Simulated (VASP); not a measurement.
# Sb (Pm-3m) in VASP: settings compared

Sb is run at these levels: PBEsol, BLYP+D4; tasks: single point.

All numbers are computed with VASP 6.6.1; they aren't measurements. Logs are shortened: lines on timing, memory, paths and dates and some standing lists are left out, and cuts for length are marked.

## Step 1: The cell of the first run

Symmetry: Pm-3m, No. 221, cubic system. The conventional cell has a = 3.160 Å, b = 3.160 Å, c = 3.160 Å, α = 90.00°, β = 90.00°, γ = 90.00°. Sb (site symmetry m-3m) has 6 Sb at 3.16 Å within 4.2 Å.

## Step 2: Single point, PBEsol

Input file INCAR:

```
PREC = Accurate ; ENCUT = 520
EDIFF = 1E-6 ; ISMEAR = -1
SIGMA = 0.05 ; LREAL = False
LASPH = True ; NELM = 100
ALGO = Normal ; ISIF = 2
LWAVE = False ; LCHARG = False
GGA = PS ; NBANDS = 8
```

Input file KPOINTS:

```
regular mesh
0
Gamma
  6 6 6
```

Input file POSCAR:

```
Sb
1.0
    3.1600000000      0.0000000000      0.0000000000
    0.0000000000      3.1600000000      0.0000000000
    0.0000000000      0.0000000000      3.1600000000
Sb
1
Direct
    0.0000000000      0.0000000000      0.0000000000
```

Potentials or basis: VASP PAW PBE potentials, release 64 (Sb).

Run with:

```console
$ cat potpaw_PBE.64/Sb/POTCAR > POTCAR
$ mpirun -np 1 vasp_std > vasp.out
```

OUTCAR:

```text
PREC = Accurate
   ENCUT = 520
   EDIFF = 1E-6
   ISMEAR = -1
   LREAL = False
   LASPH = True
   NELM = 100
   ISIF = 2
   GGA = PS

 ion  position               nearest neighbor table
   1  0.000  0.000  0.000-

  LATTYP: Found a simple cubic cell.
 ALAT       =     3.1600000000

  Lattice vectors:

 A1 = (   3.1600000000,   0.0000000000,   0.0000000000)
 A2 = (   0.0000000000,   3.1600000000,   0.0000000000)
 A3 = (   0.0000000000,   0.0000000000,   3.1600000000)

Analysis of symmetry for initial positions (statically):
=====================================================================
 Subroutine PRICEL returns:
 Original cell was already a primitive cell.

 Routine SETGRP: Setting up the symmetry group for a
 simple cubic supercell.

 Subroutine GETGRP returns: Found 48 space group operations
 (whereof 48 operations were pure point group operations)
 out of a pool of 48 trial point group operations.

The static configuration has the point symmetry O_h .

Analysis of symmetry for dynamics (positions and initial velocities):
=====================================================================
 Subroutine PRICEL returns:
 Original cell was already a primitive cell.

 Routine SETGRP: Setting up the symmetry group for a
 simple cubic supercell.

 Subroutine GETGRP returns: Found 48 space group operations
 (whereof 48 operations were pure point group operations)
 out of a pool of 48 trial point group operations.

The dynamic configuration has the point symmetry O_h .

 Subroutine INISYM returns: Found 48 space group operations
 (whereof 48 operations are pure point group operations),
 and found     1 'primitive' translations

----------------------------------------------------------------------------------------

                                     Primitive cell

  volume of cell :      31.5545

  direct lattice vectors                    reciprocal lattice vectors
     3.160000000  0.000000000  0.000000000     0.316455696  0.000000000  0.000000000
     0.000000000  3.160000000  0.000000000     0.000000000  0.316455696  0.000000000
     0.000000000  0.000000000  3.160000000     0.000000000  0.000000000  0.316455696

  length of vectors
     3.160000000  3.160000000  3.160000000     0.316455696  0.316455696  0.316455696

  position of ions in fractional coordinates (direct lattice)
     0.000000000  0.000000000  0.000000000

  ion indices of the primitive-cell ions
   primitive index   ion index
                 1           1

----------------------------------------------------------------------------------------

 KPOINTS: regular mesh

Automatic generation of k-mesh.
 Grid dimensions read from file:
 generate k-points for:    6    6    6

 Generating k-lattice:

  Cartesian coordinates                     Fractional coordinates (reciprocal lattice)
     0.052742616  0.000000000  0.000000000     0.166666667  0.000000000  0.000000000
     0.000000000  0.052742616  0.000000000     0.000000000  0.166666667  0.000000000
     0.000000000  0.000000000  0.052742616     0.000000000  0.000000000  0.166666667

  Length of vectors
     0.052742616  0.052742616  0.052742616

  Shift w.r.t. Gamma in fractional coordinates (k-lattice)
     0.000000000  0.000000000  0.000000000

 Subroutine IBZKPT returns following result:
 ===========================================

 Found     20 irreducible k-points:

 Following reciprocal coordinates:
            Coordinates               Weight
  0.000000  0.000000  0.000000      1.000000
  0.166667  0.000000  0.000000      6.000000
  0.333333  0.000000  0.000000      6.000000
  0.500000  0.000000  0.000000      3.000000
  0.166667  0.166667  0.000000     12.000000
  0.333333  0.166667  0.000000     24.000000
[... 12 lines left out ...]
  0.500000  0.500000  0.333333      6.000000
  0.500000  0.500000  0.500000      1.000000
   k-points           NKPTS =     20   k-points in BZ     NKDIM =     20   number of bands    NBANDS=      8
   number of dos      NEDOS =    301   number of ions     NIONS =      1
   total plane-waves  NPLWV =  13824
   dimension x,y,z NGX =    24 NGY =   24 NGZ =   24
   dimension x,y,z NGXF=    48 NGYF=   48 NGZF=   48
   ions per type =               1
   NGX,Y,Z   is equivalent  to a cutoff of  12.63, 12.63, 12.63 a.u.
   NGXF,Y,Z  is equivalent  to a cutoff of  25.25, 25.25, 25.25 a.u.
 SYSTEM =  unknown system
   PREC   = accura    normal or accurate (medium, high low for compatibility)
   ISTART =      0    job   : 0-new  1-cont  2-samecut
   ICHARG =      2    charge: 1-file 2-atom 10-const
   ISPIN  =      1    spin polarized calculation?
   LNONCOLLINEAR =      F non collinear calculations
   LSORBIT =      F    spin-orbit coupling
   LASPH  =      T    aspherical Exc in radial PAW
   ENCUT  =  520.0 eV  38.22 Ry    6.18 a.u.   5.88  5.88  5.88*2*pi/ulx,y,z
   NELM   =    100;   NELMIN=  2; NELMDL= -5     # of ELM steps
   EDIFF  = 0.1E-05   stopping-criterion for ELM
   LREAL  =      F    real-space projection
   EDIFFG = 0.1E-04   stopping-criterion for IOM
   NSW    =      0    number of steps for IOM
   IBRION =     -1    ionic relax: 0-MD 1-quasi-New 2-CG
   NFREE  =      0    steps in history (QN), initial steepest desc. (CG)
   ISIF   =      2    stress and relaxation
   ISYM   =      2    0-nonsym 1-usesym 2-fastsym
   POTIM  = 0.5000    time-step for ionic-motion
   TEBEG  =    0.0;   TEEND  =   0.0 temperature during run
   PSTRESS=    0.0 pullay stress
   NELECT =       5.0000    total number of electrons
   NUPDOWN=      -1.0000    fix difference up-down
   EMIN   =  10.00;   EMAX   =-10.00  energy-range for DOS
   EFERMI =   0.00;   METHOD = LEGACY
   ISMEAR =    -1;   SIGMA  =   0.05  broadening in eV -4-tet -1-fermi 0-gaus
   EFERMI_NEDOS =   21; number of points for ismear=-14 and -15
   IALGO  =     38    algorithm
   IMIX   =      4    mixing-type and parameters
     AMIX     =   0.40;   BMIX     =  1.00
     AMIX_MAG =   1.60;   BMIX_MAG =  1.00
  volume/ion in A,a.u.               =      31.55       212.94
  Fermi-wavevector in a.u.,A,eV,Ry     =   0.885886  1.674081 10.677766  0.784794
  Thomas-Fermi vector in A             =   2.006979
   LORBIT       =      0    0 simple, 1 ext, 2 COOP (PROOUT), +10 PAW based schemes
   GGA     = PS    functional components
   LHFCALC =     F    Hartree Fock is set to
   AEXX    =    0.0000 exact exchange contribution
   IVDW    =     0    specifies the selected vdW correction
   LEPSILON=     F    determine dielectric tensor
   LRPA    =     F    only Hartree local field effects (RPA)
 non-spin polarized calculation
  energy-cutoff  :      520.00
  volume of cell :       31.55
 maximum number of plane-waves:       872
 NGX is ok and might be reduce to    24
   NGX = 11   NGY = 11   NGZ = 11

 number of electron       5.0000001 magnetization

 Free energy of the ion-electron system (eV)
  ---------------------------------------------------
  ext. energy  EPLUGINS =         0.00000000
  ---------------------------------------------------
  free energy    TOTEN  =        -4.52397443 eV

  energy without entropy =       -4.51845959  energy(sigma->0) =       -4.52121701

 E-fermi :   6.5243     XC(G=0):  -9.5110

 val. band max:        6.4395862828   @ k =   0.5000   0.3333   0.3333
 cond. band min:       6.6043488005   @ k =   0.1667   0.1667   0.0000
 fundamental gap:      0.1647625177
 Fermi energy:         6.5242950022

 k-point     1 :       0.0000    0.0000    0.0000
  band No.  band energies     occupation
      1      -5.6668      2.00000
      2       9.4322      0.00000
      3       9.4322      0.00000
      4       9.4322      0.00000
      5      13.2052      0.00000
      6      13.2052      0.00000
      7      14.1044      0.00000
      8      23.7367      0.00000

 k-point     2 :       0.1667    0.0000    0.0000
  band No.  band energies     occupation
      1      -5.2916      2.00000
      2       6.3584      1.93009
      3       9.7904      0.00000
      4       9.7904      0.00000
      5      13.5161      0.00000
      6      14.1006      0.00000
      7      17.1501      0.00000
      8      21.3946      0.00000

 k-point     3 :       0.3333    0.0000    0.0000
  band No.  band energies     occupation
      1      -4.2722      2.00000
      2       2.8080      2.00000
      3      10.6745      0.00000
      4      10.6745      0.00000
      5      14.3956      0.00000
      6      15.1679      0.00000
      7      18.7874      0.00000
      8      18.7874      0.00000

 k-point     4 :       0.5000    0.0000    0.0000
  band No.  band energies     occupation
      1      -3.4402      2.00000
      2       1.0901      2.00000
      3      11.2671      0.00000
      4      11.2671      0.00000
      5      15.2205      0.00000
      6      16.6677      0.00000
      7      17.3704      0.00000
      8      17.5944      0.00000

 k-point     5 :       0.1667    0.1667    0.0000
  band No.  band energies     occupation
      1      -4.9160      2.00000
      2       6.6043      0.33566
      3       6.8450      0.00327
      4      10.1496      0.00000
      5      14.1093      0.00000
      6      17.0456      0.00000
      7      17.1596      0.00000
      8      18.9079      0.00000
[... 133 lines left out ...]
 k-point    18 :       0.5000    0.3333    0.3333
  band No.  band energies     occupation
      1      -0.5419      2.00000
      2       3.6026      2.00000
      3       5.7792      2.00000
      4       6.4396      1.68954
      5      11.0661      0.00000
      6      11.9153      0.00000
      7      13.8879      0.00000
      8      16.8890      0.00000

 k-point    19 :       0.5000    0.5000    0.3333
  band No.  band energies     occupation
      1       0.4086      2.00000
      2       4.2274      2.00000
      3       4.2274      2.00000
      4       6.7796      0.01204
      5      10.0586      0.00000
      6      12.5161      0.00000
      7      12.5161      0.00000
      8      15.1646      0.00000

 k-point    20 :       0.5000    0.5000    0.5000
  band No.  band energies     occupation
      1       1.4612      2.00000
      2       4.8151      2.00000
      3       4.8151      2.00000
      4       4.8151      2.00000
      5      11.1928      0.00000
      6      11.1928      0.00000
      7      11.1928      0.00000
      8      13.2532      0.00000

------------------------ aborting loop because EDIFF is reached ----------------------------------------

  FORCE on cell =-STRESS in cart. coord.  units (eV):
  Direction    XX          YY          ZZ          XY          YZ          ZX
  --------------------------------------------------------------------------------------
  -------------------------------------------------------------------------------------
  Total       -0.7529856     -0.7529856     -0.7529856      0.0000000     -0.0000000      0.0000000
  in kB      -38.2327907    -38.2327907    -38.2327907      0.0000000     -0.0000000      0.0000000
  external PRESSURE =     -38.2327907 kB  Pullay stress =       0.0000000 kB

 VOLUME and BASIS-vectors are now :
 -----------------------------------------------------------------------------
  energy-cutoff  :      520.00
  volume of cell :       31.55
      direct lattice vectors                 reciprocal lattice vectors
     3.160000000  0.000000000  0.000000000     0.316455696  0.000000000  0.000000000
     0.000000000  3.160000000  0.000000000     0.000000000  0.316455696  0.000000000
     0.000000000  0.000000000  3.160000000     0.000000000  0.000000000  0.316455696

 POSITION                                       TOTAL-FORCE (eV/Angst)
 -----------------------------------------------------------------------------------
      0.00000      0.00000      0.00000         0.000000      0.000000      0.000000
 -----------------------------------------------------------------------------------
    total drift:                               -0.000000      0.000000      0.000000

  FREE ENERGIE OF THE ION-ELECTRON SYSTEM (eV)
  ---------------------------------------------------
  free  energy   TOTEN  =        -4.5239744344 eV

  energy  without entropy=       -4.5184595946  energy(sigma->0) =       -4.52121701
```

It took 1.7 s on 1 thread of Intel Xeon 6975P-C (Granite Rapids), shared host; peak memory 0.13 GiB.

Results:

| Property | Result |
| --- | --- |
| Free energy | -4.5240 eV |
| Pressure | -3.8 GPa |

Caveat: the PAW data sets were made with another functional, which shifts forces and pressure a little; spin-orbit coupling is left out, which moves the levels of the heavy elements.

## Step 3: Single point, BLYP+D4, collinear spin, ferromagnetic start

Input file INCAR:

```
SYSTEM = Sb
AGGAC    = 1.0          
AGGAX    = 1.0          
ALDAC    = 0.0          
ALDAX    = 1.0          
ALGO     = Normal         ! electronic algorithm
EDIFF    = 1E-7           ! SCF threshold, eV
ENCUT    = 520            ! plane-wave cutoff, eV
GGA      = B5             ! functional
ISIF     = 2              ! what is computed and relaxed
ISMEAR   = -1             ! smearing method
ISPIN    = 2              ! spin polarisation
IVDW     = 13             ! dispersion correction
LASPH    = .True.         ! aspherical terms in the spheres
LCHARG   = .False.        ! write CHGCAR
LORBIT   = 11             ! projections on sites
LREAL    = .False.        ! projectors in reciprocal space
LWAVE    = .False.        ! write WAVECAR
MAGMOM   = -0.09          ! initial moments
NBANDS   = 12             ! bands
NELM     = 150            ! most SCF steps
PREC     = Accurate       ! precision mode
SIGMA    = 0.01           ! smearing width, eV
VDW_A1   = 0.44488865   
VDW_A2   = 4.0933009    
VDW_S6   = 1.0          
VDW_S8   = 2.34076671
```

Input file KPOINTS:

```
k-points
0
Gamma
  8 8 8
  0 0 0
```

POSCAR is that of step 2.

Potentials or basis: VASP PAW PBE potentials, release 64 (Sb).

Run with:

```console
$ cat potpaw_PBE.64/Sb/POTCAR > POTCAR
$ mpirun -np 1 vasp_std > vasp.out
```

OUTCAR:

```text
SYSTEM = Sb
   EDIFF = 1E-7
   ENCUT = 520
   GGA = B5
   ISIF = 2
   ISMEAR = -1
   ISPIN = 2
   IVDW = 13
   LASPH = .True.
   LORBIT = 11
   LREAL = .False.
   NELM = 150
   PREC = Accurate

 ion  position               nearest neighbor table
   1  0.000  0.000  0.000-

  LATTYP: Found a simple cubic cell.
 ALAT       =     3.1600000000

  Lattice vectors:
[... 929 lines left out ...]

  Edisp (eV):   -0.92393

  FORCE on cell =-STRESS in cart. coord.  units (eV):
  Direction    XX          YY          ZZ          XY          YZ          ZX
  --------------------------------------------------------------------------------------
  -------------------------------------------------------------------------------------
  Total      -0.57623    -0.57623    -0.57623    -0.00000     0.00000    -0.00000
  in kB     -29.25792   -29.25792   -29.25792    -0.00000     0.00000    -0.00000
  external pressure =      -29.26 kB  Pullay stress =        0.00 kB

 VOLUME and BASIS-vectors are now :
 -----------------------------------------------------------------------------
  energy-cutoff  :      520.00
  volume of cell :       31.55
      direct lattice vectors                 reciprocal lattice vectors
     3.160000000  0.000000000  0.000000000     0.316455696  0.000000000  0.000000000
     0.000000000  3.160000000  0.000000000     0.000000000  0.316455696  0.000000000
     0.000000000  0.000000000  3.160000000     0.000000000  0.000000000  0.316455696

 POSITION                                       TOTAL-FORCE (eV/Angst)
 -----------------------------------------------------------------------------------
      0.00000      0.00000      0.00000         0.000000      0.000000      0.000000
 -----------------------------------------------------------------------------------
    total drift:                               -0.000000      0.000000      0.000000

  FREE ENERGIE OF THE ION-ELECTRON SYSTEM (eV)
  ---------------------------------------------------
  free  energy   TOTEN  =        -4.2353834063 eV

  energy  without entropy=       -4.2347376605  energy(sigma->0) =       -4.23506053

 total charge

# of ion       s       p       d       tot
------------------------------------------
    1        1.240   1.122   0.030   2.392

 magnetization (x)

# of ion       s       p       d       tot
------------------------------------------
    1       -0.005  -0.027  -0.001  -0.033
```

OSZICAR:

```text
N       E                     dE             d eps       ncg     rms          rms(c)
DAV:   1     0.734582335271E+01    0.73458E+01   -0.15853E+03  1688   0.270E+02
DAV:   2    -0.303098219919E+01   -0.10377E+02   -0.10125E+02  2120   0.544E+01
DAV:   3    -0.330198620197E+01   -0.27100E+00   -0.26746E+00  2020   0.752E+00
DAV:   4    -0.330369405470E+01   -0.17079E-02   -0.17077E-02  1972   0.724E-01
DAV:   5    -0.330371006549E+01   -0.16011E-04   -0.16011E-04  2092   0.708E-02    0.164E+00
DAV:   6    -0.330785376408E+01   -0.41437E-02   -0.13209E-03  1972   0.174E-01    0.994E-01
DAV:   7    -0.331134628033E+01   -0.34925E-02   -0.35906E-03  1912   0.292E-01    0.902E-02
DAV:   8    -0.331141002230E+01   -0.63742E-04   -0.70008E-05  1984   0.423E-02    0.599E-02
DAV:   9    -0.331144575137E+01   -0.35729E-04   -0.30112E-05  1864   0.293E-02    0.799E-03
DAV:  10    -0.331144780917E+01   -0.20578E-05   -0.19561E-06  2028   0.623E-03    0.240E-03
DAV:  11    -0.331144824854E+01   -0.43938E-06   -0.19586E-07  1972   0.209E-03    0.949E-04
DAV:  12    -0.331144847761E+01   -0.22907E-06   -0.99650E-08  1912   0.154E-03    0.436E-04
DAV:  13    -0.331144850182E+01   -0.24212E-07   -0.98148E-09  1104   0.589E-04
   1 F= -.42353834E+01 E0= -.42350605E+01  d E =-.645746E-03  mag=    -0.0726
```

stdout:

```text
POSCAR found type information on POSCAR Sb
 POSCAR found :  1 types and       1 ions
 scaLAPACK will be used
 -----------------------------------------------------------------------------
|                                                                             |
|                                                                             |
|     You enforced a specific xc type in the INCAR file but a different       |
|     I HOPE YOU KNOW WHAT YOU ARE DOING!                                     |
|                                                                             |
 -----------------------------------------------------------------------------

 LDA part: xc-table for (Slater(with rela. corr.)+VWN5), standard interpolation
 POSCAR, INCAR and KPOINTS ok, starting setup
 FFT: planning ... GRIDC
 FFT: planning ... GRID_SOFT
 FFT: planning ... GRID
 WAVECAR not read
 entering main loop
```

It took 9.2 s on 1 thread of Intel Xeon 6975P-C (Granite Rapids), shared host; peak memory 0.15 GiB.

Results:

* Free energy: -4.2354 eV
* Pressure: -2.9 GPa
* Net moment: -0.07 μB per cell
* Site moments: Sb -0.03 μB
* Valence electrons inside the program's atomic spheres: Sb 2.39
* Dispersion energy per atom: -0.924 eV

Caveat: the PAW data sets were made with another functional, which shifts forces and pressure a little; spin-orbit coupling is left out, which moves the levels of the heavy elements; pairwise dispersion overbinds metals, which lowers pressure and volume.
